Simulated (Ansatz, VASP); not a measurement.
One calculation of InSe2, two programs

```
In Se
1.0
     3.89489    0.00000    0.00000
     0.00000    3.89489    0.00000
     0.00000    0.00000    9.62623
In Se
2 4
Direct
  0.00000 0.50000 0.70647
  0.50000 0.00000 0.29353
  0.00000 0.50000 0.36621
  0.50000 0.00000 0.63379
  0.00000 0.00000 0.00000
  0.50000 0.50000 0.00000
```

Alike in both runs: task relaxation of cell and atoms; functional PBE; k mesh 4 × 4 × 2; occupations gaussian, width 0.1 eV; no spin polarisation.

```csv
,VASP,Ansatz
version,VASP 6.6.1,Ansatz 0.2.0
potentials or method,"VASP PAW PBE potentials, release 64 (In_d, Se), cutoff 600 eV","scalar-relativistic, plane waves, PAW"
valence electrons in the cell,50,90
```

```tsv
	VASP	Ansatz	Ansatz less VASP
gap on the k mesh at the Fermi level, each at its own relaxed structure (eV)	none	none	-
relaxed volume (Å³/atom)	24.69	24.68	-0.009
relaxed cell length with the largest relative difference (Å)	9.716	9.726	+0.0105
```

A gap of «none» marks a metal or a gap that the smearing closes. VASP's potentials hold 50 valence electrons a cell and Ansatz's 90, so a difference there can come from the potentials and not from the codes.

The k mesh is coarse, so the values compare programs but aren't converged.
